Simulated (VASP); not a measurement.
Runs of VASP 6.6.1 on MoP. The structure is that of space group P-6m2 (No. 187), or close to it. The cells are those of the table. 

```csv
task,cell,smearing,gap on the mesh (eV),pressure (GPa),relaxed volume (Å³/atom)
single point,"a = 3.235, b = 3.235, c = 3.181 Å, angles 90.0, 90.0, 120.0°, 2 atoms",gaussian 0.1 eV,none,0.3,-
single point,"a = 3.238, b = 3.238, c = 3.179 Å, angles 90.0, 90.0, 120.0°, 2 atoms",fermi-dirac 0.15 eV,none,0.3,-
relaxation of cell and atoms,"relaxed from a = 3.235, b = 3.235, c = 3.181 Å, angles 90.0, 90.0, 120.0°, 2 atoms",fermi-dirac 0.15 eV,none,0.0,(a)
relaxation of cell and atoms,"relaxed from a = 3.223, b = 3.223, c = 3.191 Å, angles 90.0, 90.0, 120.0°, 2 atoms",gaussian 0.1 eV,none,0.0,14.44
```

Alike in all rows: level r2SCAN; potentials or basis VASP PAW PBE potentials, release 64 (Mo_sv, P); no spin polarisation; k mesh 15 × 15 × 14; cutoff (eV) 550.

**Question.** Estimate the missing entries.

**Answer.** (a) 14.45.

Caveats: the PAW data sets were made with another functional, which shifts forces and pressure a little.

A k mesh can miss the band edges, and the runs leave out spin-orbit coupling on Mo.

A gap of «none» marks levels without a gap at the run's occupations.
